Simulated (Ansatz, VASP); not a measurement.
## Bi in VASP and in Ansatz

The input INCAR:

```
PREC     = Accurate       # precision mode
ENCUT    = 520            # plane-wave cutoff, eV
EDIFF    = 1E-6           # SCF threshold, eV
ISMEAR   = 0              # smearing method
SIGMA    = 0.15           # smearing width, eV
LREAL    = F              # projectors in reciprocal space
LASPH    = T              # aspherical terms in the spheres
NELM     = 100            # most SCF steps
ALGO     = Fast           # electronic algorithm
ISIF     = 2              # what is computed and relaxed
LWAVE    = F              # write WAVECAR
LCHARG   = F              # write CHGCAR
GGA      = PS             # functional
NBANDS   = 22             # bands
```

KPOINTS

```
regular mesh
0
Gamma
  12 12 4
```

File POSCAR:

```
Bi
1.0
    4.5390002997      0.0000000000      0.0000000000
   -2.2695001499      3.6950361933      0.0000000000
    0.0000000000      0.0000000000     11.8290000000
Bi
2
Direct
    0.3333333333      0.6666666667      0.2500000000
    0.6666666667      0.3333333333      0.7500000000
```

Input for Ansatz:

```yaml
crystal:
  lattice:
    - [4.5390002997, 0.0, 0.0]
    - [-2.2695001499, 3.6950361933, 0.0]
    - [0.0, 0.0, 11.829]
  atoms:
    - { symbol: Bi, position: [0.3333333333, 0.6666666667, 0.25] }
    - { symbol: Bi, position: [0.6666666667, 0.3333333333, 0.75] }
basis:
  ecutwfc: 420
kpoints:
  mp_grid: { grid: [12, 12, 4] }
hamiltonian:
  xc: pbesol
scf:
  occupations: { method: gaussian, width: 0.15 }
output:
  forces: true
  stress: true
  eigenvalues: true
```

Change from the starting cell: strain -0.0600 x Voigt [0, 1, 0, 0, 0, 0], atoms carried along.

Alike in both runs: task single point; functional PBEsol; k mesh 12 × 12 × 4; occupations gaussian, width 0.15 eV; no spin polarisation.

```csv
,VASP,Ansatz
version,VASP 6.6.1,Ansatz 0.2.0
potentials or method,"VASP PAW PBE potentials, release 64 (Bi_d), cutoff 520 eV","scalar-relativistic, plane waves, PAW"
valence electrons in the cell,30,30
```

|  | VASP | Ansatz | Ansatz less VASP |
| --- | --- | --- | --- |
| gap on the k mesh at the Fermi level (eV) | none | none | - |
| pressure (GPa) | -3.9 | -3.9 | +0.01 |
| traceless stress, the component that is largest in VASP (GPa) | 3.52 | 3.52 | +0.002 |

VASP's potentials were made for PBE, not for PBEsol. A gap of «none» marks a metal or a gap that the smearing closes. With one functional, cell and mesh, what is left measures potentials, basis and numerics.

Spin-orbit coupling is off throughout.
